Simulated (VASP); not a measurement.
# BN (F-43m) in VASP: further runs

BN is run at these levels: PBE-based screened hybrid with 35 % exact exchange, PBE-based screened hybrid with 10 % exact exchange; tasks: single point.

All numbers are computed with VASP 6.6.1; they aren't measurements. Logs are shortened: lines on timing, memory, paths and dates and some standing lists are left out, and cuts for length are marked.

**1. The cell of the first run**

Symmetry: F-43m, No. 216, cubic system. The conventional cell has a = 3.610 Å, b = 3.610 Å, c = 3.610 Å, α = 90.00°, β = 90.00°, γ = 90.00°. Within 2.1 Å of B (site symmetry -43m) lie 4 N at 1.56 Å. N (site symmetry -43m) has 4 B at 1.56 Å within 2.1 Å.

**2. Single point, PBE-based screened hybrid with 35 % exact exchange**

POSCAR

```
BN
1.0
    0.0000000000      1.8048245542      1.8048245542
    1.8048245542      0.0000000000      1.8048245542
    1.8048245542      1.8048245542      0.0000000000
B N
1 1
Direct
    0.0000000000      0.0000000000      0.0000000000
    0.2500000000      0.2500000000      0.2500000000
```

INCAR.step1

```
PREC = Accurate
ENCUT = 520
EDIFF = 1E-5
ISMEAR = 0
SIGMA = 0.01
LREAL = False
LASPH = True
NELM = 80
ALGO = Normal
ISIF = 2
LWAVE = True
LCHARG = False
NBANDS = 11
GGA = PE
```

INCAR.step2

```
PREC = Accurate
ENCUT = 520
EDIFF = 1E-7
ISMEAR = 0
SIGMA = 0.01
LREAL = False
LASPH = True
NELM = 80
ALGO = Normal
ISIF = 2
LWAVE = False
LCHARG = False
GGA = PE
LHFCALC = True
AEXX = 0.35
HFSCREEN = 0.5
PRECFOCK = Normal
NBANDS = 11
ISTART = 1
```

KPOINTS

```
regular mesh
0
Gamma
  6 6 6
```

Potentials or basis: VASP PAW PBE potentials, release 64 (B, N).

On the command line:

```console
$ cat potpaw_PBE.64/B/POTCAR potpaw_PBE.64/N/POTCAR > POTCAR
$ cp INCAR.step1 INCAR
$ mpirun -np 1 vasp_std > vasp.out
$ cp INCAR.step2 INCAR
$ mpirun -np 1 vasp_std > vasp.out
```

OUTCAR:

```text
PREC = Accurate
   ENCUT = 520
   EDIFF = 1E-7
   ISMEAR = 0
   LREAL = False
   LASPH = True
   NELM = 80
   ISIF = 2
   GGA = PE
   LHFCALC = True
   AEXX = 0.35
   HFSCREEN = 0.5
   PRECFOCK = Normal
   ISTART = 1

 ion  position               nearest neighbor table
   1  0.000  0.000  0.000-   2 1.56   2 1.56   2 1.56   2 1.56
   2  0.250  0.250  0.250-   1 1.56   1 1.56   1 1.56   1 1.56

  LATTYP: Found a face centered cubic cell.
 ALAT       =     3.6096491084

  Lattice vectors:

 A1 = (   0.0000000000,   1.8048245542,   1.8048245542)
 A2 = (   1.8048245542,   0.0000000000,   1.8048245542)
 A3 = (   1.8048245542,   1.8048245542,   0.0000000000)

Analysis of symmetry for initial positions (statically):
=====================================================================
 Subroutine PRICEL returns:
 Original cell was already a primitive cell.

 Routine SETGRP: Setting up the symmetry group for a
 face centered cubic supercell.

 Subroutine GETGRP returns: Found 24 space group operations
 (whereof 24 operations were pure point group operations)
 out of a pool of 48 trial point group operations.

The static configuration has the point symmetry T_d .

Analysis of symmetry for dynamics (positions and initial velocities):
=====================================================================
 Subroutine PRICEL returns:
 Original cell was already a primitive cell.

 Routine SETGRP: Setting up the symmetry group for a
 face centered cubic supercell.

 Subroutine GETGRP returns: Found 24 space group operations
 (whereof 24 operations were pure point group operations)
 out of a pool of 48 trial point group operations.

The dynamic configuration has the point symmetry T_d .

 Subroutine INISYM returns: Found 24 space group operations
 (whereof 24 operations are pure point group operations),
 and found     1 'primitive' translations

----------------------------------------------------------------------------------------

                                     Primitive cell

  volume of cell :      11.7580

  direct lattice vectors                    reciprocal lattice vectors
     0.000000000  1.804824554  1.804824554    -0.277035238  0.277035238  0.277035238
     1.804824554  0.000000000  1.804824554     0.277035238 -0.277035238  0.277035238
     1.804824554  1.804824554  0.000000000     0.277035238  0.277035238 -0.277035238

  length of vectors
     2.552407362  2.552407362  2.552407362     0.479839108  0.479839108  0.479839108

  position of ions in fractional coordinates (direct lattice)
     0.000000000  0.000000000  0.000000000
     0.250000000  0.250000000  0.250000000

  ion indices of the primitive-cell ions
   primitive index   ion index
                 1           1
                 2           2

----------------------------------------------------------------------------------------

 KPOINTS: regular mesh

Automatic generation of k-mesh.
 Grid dimensions read from file:
 generate k-points for:    6    6    6

 Generating k-lattice:

  Cartesian coordinates                     Fractional coordinates (reciprocal lattice)
    -0.046172540  0.046172540  0.046172540     0.166666667  0.000000000  0.000000000
     0.046172540 -0.046172540  0.046172540     0.000000000  0.166666667  0.000000000
     0.046172540  0.046172540 -0.046172540     0.000000000  0.000000000  0.166666667

  Length of vectors
     0.079973185  0.079973185  0.079973185

  Shift w.r.t. Gamma in fractional coordinates (k-lattice)
     0.000000000  0.000000000  0.000000000

 Subroutine IBZKPT returns following result:
 ===========================================

 Found     16 irreducible k-points:

 Following reciprocal coordinates:
            Coordinates               Weight
  0.000000  0.000000  0.000000      1.000000
  0.166667  0.000000  0.000000      8.000000
  0.333333  0.000000  0.000000      8.000000
  0.500000  0.000000  0.000000      4.000000
  0.166667  0.166667  0.000000      6.000000
  0.333333  0.166667  0.000000     24.000000
[... 8 lines left out ...]
 -0.333333  0.333333  0.166667     24.000000
 -0.333333  0.500000  0.166667     12.000000
   k-points           NKPTS =     16   k-points in BZ     NKDIM =    216   number of bands    NBANDS=     11
   number of dos      NEDOS =    301   number of ions     NIONS =      2
   total plane-waves  NPLWV =   8000
   dimension x,y,z NGX =    20 NGY =   20 NGZ =   20
   dimension x,y,z NGXF=    40 NGYF=   40 NGZF=   40
   ions per type =               1   1
   NGX,Y,Z   is equivalent  to a cutoff of  13.03, 13.03, 13.03 a.u.
   NGXF,Y,Z  is equivalent  to a cutoff of  26.05, 26.05, 26.05 a.u.
 SYSTEM =  unknown system
   PREC   = accura    normal or accurate (medium, high low for compatibility)
   ISTART =      1    job   : 0-new  1-cont  2-samecut
   ICHARG =      0    charge: 1-file 2-atom 10-const
   ISPIN  =      1    spin polarized calculation?
   LNONCOLLINEAR =      F non collinear calculations
   LSORBIT =      F    spin-orbit coupling
   LASPH  =      T    aspherical Exc in radial PAW
   ENCUT  =  520.0 eV  38.22 Ry    6.18 a.u.   4.75  4.75  4.75*2*pi/ulx,y,z
   NELM   =     80;   NELMIN=  2; NELMDL=  0     # of ELM steps
   EDIFF  = 0.1E-06   stopping-criterion for ELM
   LREAL  =      F    real-space projection
   EDIFFG = 0.1E-05   stopping-criterion for IOM
   NSW    =      0    number of steps for IOM
   IBRION =     -1    ionic relax: 0-MD 1-quasi-New 2-CG
   NFREE  =      0    steps in history (QN), initial steepest desc. (CG)
   ISIF   =      2    stress and relaxation
   ISYM   =      3    0-nonsym 1-usesym 2-fastsym
   POTIM  = 0.5000    time-step for ionic-motion
   TEBEG  =    0.0;   TEEND  =   0.0 temperature during run
   PSTRESS=    0.0 pullay stress
   NELECT =       8.0000    total number of electrons
   NUPDOWN=      -1.0000    fix difference up-down
   EMIN   =  10.00;   EMAX   =-10.00  energy-range for DOS
   EFERMI =   0.00;   METHOD = LEGACY
   ISMEAR =     0;   SIGMA  =   0.01  broadening in eV -4-tet -1-fermi 0-gaus
   EFERMI_NEDOS =   21; number of points for ismear=-14 and -15
   IALGO  =     38    algorithm
   IMIX   =      1    mixing-type and parameters
     AMIX     =   0.40;   BMIX     =  1.00
     AMIX_MAG =   1.60;   BMIX_MAG =  1.00
  volume/ion in A,a.u.               =       5.88        39.67
  Fermi-wavevector in a.u.,A,eV,Ry     =   1.439881  2.720980 28.208365  2.073256
  Thomas-Fermi vector in A             =   2.558687
   LORBIT       =      0    0 simple, 1 ext, 2 COOP (PROOUT), +10 PAW based schemes
   GGA     = PE    functional components
   LHFCALC =     T    Hartree Fock is set to
   PRECFOCK=normal    Normal, Fast or Accurate (Low or Medium for compatibility)
   ENCUT4O =  -1.0   cutoff for four orbital integrals eV
   NKREDX  =     1    reduce k-point grid by
   NKREDY  =     1    reduce k-point grid by
   NKREDZ  =     1    reduce k-point grid by
   AEXX    =    0.3500 exact exchange contribution
   HFSCREEN=    0.5000 screening length (either q_TF or 0.3 A-1)
   HFSCREENC=   0.5000 screening length for correlation (either q_TF or 0.3 A-1)
   ENCUTFOCK=  -1.0 apply spherical cutoff to Coloumb kernel
   IVDW    =     0    specifies the selected vdW correction
   LEPSILON=     F    determine dielectric tensor
   LRPA    =     F    only Hartree local field effects (RPA)
 non-spin polarized calculation
 Gauss-broadening in eV      SIGMA  =   0.01
  energy-cutoff  :      520.00
  volume of cell :       11.76
 maximum number of plane-waves:       332
  NGX = 16; NGY = 16; NGZ = 16

 number of electron       7.9999999 magnetization

 Free energy of the ion-electron system (eV)
  ---------------------------------------------------
  ext. energy  EPLUGINS =         0.00000000
  ---------------------------------------------------
  free energy    TOTEN  =       -19.94931228 eV

  energy without entropy =      -19.94931228  energy(sigma->0) =      -19.94931228

 E-fermi :   6.8456     XC(G=0): -10.1935

 val. band max:        6.7547474172   @ k =   0.0000   0.0000   0.0000
 cond. band min:      12.2200586368   @ k =   0.5000   0.5000   0.0000
 fundamental gap:      5.4653112197
 Fermi energy:         6.8455605284

 k-point     1 :       0.0000    0.0000    0.0000
  band No.  band energies     occupation
      1     -15.7161      2.00000
      2       6.7547      2.00000
      3       6.7547      2.00000
      4       6.7547      2.00000
      5      17.0599      0.00000
      6      17.0599      0.00000
      7      17.0599      0.00000
      8      18.6841      0.00000
      9      33.3265      0.00000
     10      36.2803      0.00000
     11      36.2803      0.00000

 k-point     2 :       0.1667    0.0000    0.0000
  band No.  band energies     occupation
      1     -14.9776      2.00000
      2       3.4888      2.00000
      3       6.0910      2.00000
      4       6.0910      2.00000
      5      17.5588      0.00000
      6      18.0424      0.00000
      7      18.0424      0.00000
      8      20.7707      0.00000
      9      32.3493      0.00000
     10      32.3493      0.00000
     11      32.4683      0.00000

 k-point     3 :       0.3333    0.0000    0.0000
  band No.  band energies     occupation
      1     -12.9333      2.00000
      2      -1.8411      2.00000
      3       5.0667      2.00000
      4       5.0667      2.00000
      5      18.1127      0.00000
      6      18.9937      0.00000
      7      18.9937      0.00000
      8      23.2295      0.00000
      9      31.7745      0.00000
     10      32.8928      0.00000
     11      32.8928      0.00000
[... 155 lines left out ...]
 k-point    15 :      -0.3333    0.3333    0.1667
  band No.  band energies     occupation
      1      -9.8758      2.00000
      2      -3.0115      2.00000
      3       0.1282      2.00000
      4       1.9028      2.00000
      5      17.5786      0.00000
      6      20.1710      0.00000
      7      23.7665      0.00000
      8      25.2694      0.00000
      9      26.5967      0.00000
     10      34.7722      0.00000
     11      36.9293      0.00000

 k-point    16 :      -0.3333    0.5000    0.1667
  band No.  band energies     occupation
      1      -9.3762      2.00000
      2      -2.2620      2.00000
      3       0.0096      2.00000
      4       0.1430      2.00000
      5      15.7464      0.00000
      6      20.2145      0.00000
      7      23.8656      0.00000
      8      25.6954      0.00000
      9      28.6306      0.00000
     10      34.9641      0.00000
     11      38.9581      0.00000

------------------------ aborting loop because EDIFF is reached ----------------------------------------

  FORCE on cell =-STRESS in cart. coord.  units (eV):
  Direction    XX          YY          ZZ          XY          YZ          ZX
  --------------------------------------------------------------------------------------
  -------------------------------------------------------------------------------------
  Total       -0.3979346     -0.3979346     -0.3979346     -0.0000000     -0.0000000     -0.0000000
  in kB      -54.2234697    -54.2234697    -54.2234697     -0.0000000     -0.0000000     -0.0000000
  external PRESSURE =     -54.2234697 kB  Pullay stress =       0.0000000 kB

 VOLUME and BASIS-vectors are now :
 -----------------------------------------------------------------------------
  energy-cutoff  :      520.00
  volume of cell :       11.76
      direct lattice vectors                 reciprocal lattice vectors
     0.000000000  1.804824554  1.804824554    -0.277035238  0.277035238  0.277035238
     1.804824554  0.000000000  1.804824554     0.277035238 -0.277035238  0.277035238
     1.804824554  1.804824554  0.000000000     0.277035238  0.277035238 -0.277035238

 POSITION                                       TOTAL-FORCE (eV/Angst)
 -----------------------------------------------------------------------------------
      0.00000      0.00000      0.00000        -0.000000     -0.000000     -0.000000
      0.90241      0.90241      0.90241         0.000000      0.000000      0.000000
 -----------------------------------------------------------------------------------
    total drift:                               -0.000000     -0.000000     -0.000000

  FREE ENERGIE OF THE ION-ELECTRON SYSTEM (eV)
  ---------------------------------------------------
  free  energy   TOTEN  =       -19.9493122787 eV

  energy  without entropy=      -19.9493122787  energy(sigma->0) =      -19.94931228
```

Wall time 4.7 min (1 thread of Intel Xeon 8259CL, shared host); peak memory 0.22 GiB.

What came out:

| Quantity | Value |
| --- | --- |
| Free energy | -19.9493 eV |
| Pressure | -5.4 GPa |
| Band gap on the k mesh | 5.47 eV (least direct gap 10.31 eV) |

Levels at points of the mesh, in eV from the valence-band top:
```csv
k point,band 1,band 2,band 3,band 4,band 5,band 6,band 7,band 8,band 9
"(0.00, 0.00, 0.00)",-22.47,0.00,0.00,0.00,10.31,10.31,10.31,11.93,26.57
"(0.50, 0.00, 0.00)",-17.88,-11.67,-2.11,-2.11,11.59,12.25,12.25,17.18,25.42
"(0.50, 0.50, 0.00)",-16.36,-9.82,-5.34,-5.34,5.47,10.42,20.35,20.35,23.16
```

Caveat: the k points lie up to 0.50 Å⁻¹ apart; the PAW data sets were made with another functional, which shifts forces and pressure a little. A k mesh can miss the band edges.

(Continued in part 2 of 2.)
